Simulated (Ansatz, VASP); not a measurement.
# Si in VASP and in Ansatz

The input INCAR:

```
SYSTEM = Si
ALGO     = Normal         ! electronic algorithm
EDIFF    = 1E-7           ! SCF threshold, eV
ENCUT    = 520            ! plane-wave cutoff, eV
GGA      = PE             ! functional
ISIF     = 2              ! what is computed and relaxed
ISMEAR   = 0              ! smearing method
LASPH    = .TRUE.         ! aspherical terms in the spheres
LCHARG   = .FALSE.        ! write CHGCAR
LREAL    = .FALSE.        ! projectors in reciprocal space
LWAVE    = .FALSE.        ! write WAVECAR
NBANDS   = 26             ! bands
NELM     = 100            ! most SCF steps
PREC     = Accurate       ! precision mode
SIGMA    = 0.1            ! smearing width, eV
```

KPOINTS

```
k-points
0
G
  4 4 4
  0 0 0
```

POSCAR

```
Si
1.0
    0.0000000000      4.3010856300      4.3010856300
    4.3010856300      0.0000000000      4.3010856300
    4.3010856300      4.3010856300      0.0000000000
Si
8
Direct
    0.2541363600      0.7458636400      0.7458636400
    0.7458636400      0.2541363600      0.2541363600
    0.7458636400      0.2541363600      0.7458636400
    0.2541363600      0.7458636400      0.2541363600
    0.7458636400      0.7458636400      0.2541363600
    0.2541363600      0.2541363600      0.7458636400
    0.0000000000      0.0000000000      0.0000000000
    0.5000000000      0.5000000000      0.5000000000
```

Input for Ansatz:

```yaml
crystal:
  lattice:
    - [0.0, 4.30108563, 4.30108563]
    - [4.30108563, 0.0, 4.30108563]
    - [4.30108563, 4.30108563, 0.0]
  atoms:
    - { symbol: Si, position: [0.25413636, 0.74586364, 0.74586364] }
    - { symbol: Si, position: [0.74586364, 0.25413636, 0.25413636] }
    - { symbol: Si, position: [0.74586364, 0.25413636, 0.74586364] }
    - { symbol: Si, position: [0.25413636, 0.74586364, 0.25413636] }
    - { symbol: Si, position: [0.74586364, 0.74586364, 0.25413636] }
    - { symbol: Si, position: [0.25413636, 0.25413636, 0.74586364] }
    - { symbol: Si, position: [0.0, 0.0, 0.0] }
    - { symbol: Si, position: [0.5, 0.5, 0.5] }
basis:
  ecutwfc: 420
kpoints:
  mp_grid: { grid: [4, 4, 4] }
hamiltonian:
  xc: pbe
scf:
  occupations: { method: gaussian, width: 0.1 }
  lower_state_search: "off"
output:
  forces: true
  stress: true
  eigenvalues: true
```

Alike in both runs: task single point; functional PBE; k mesh 4 × 4 × 4; occupations gaussian, width 0.1 eV; no spin polarisation.

```csv
,VASP,Ansatz
version,VASP 6.6.1,Ansatz 0.2.0
potentials or method,"VASP PAW PBE potentials, release 64 (Si), cutoff 520 eV","scalar-relativistic, plane waves, PAW"
valence electrons in the cell,32,32
```

Ansatz gave:

- gap on the k mesh at the Fermi level (eV): none
- pressure (GPa): 19.8
- rms of the force components (eV/Å): 0.586

Q: Which values does VASP return?

A: gap on the k mesh at the Fermi level (eV): none; pressure (GPa): 19.6; rms of the force components (eV/Å): 0.582.

Atom by atom the forces differ by 0.004 eV/Å (rms over components). A gap of «none» marks a metal or a gap that the smearing closes. The functional is the same, so the differences come from potentials, cutoffs and numerics.
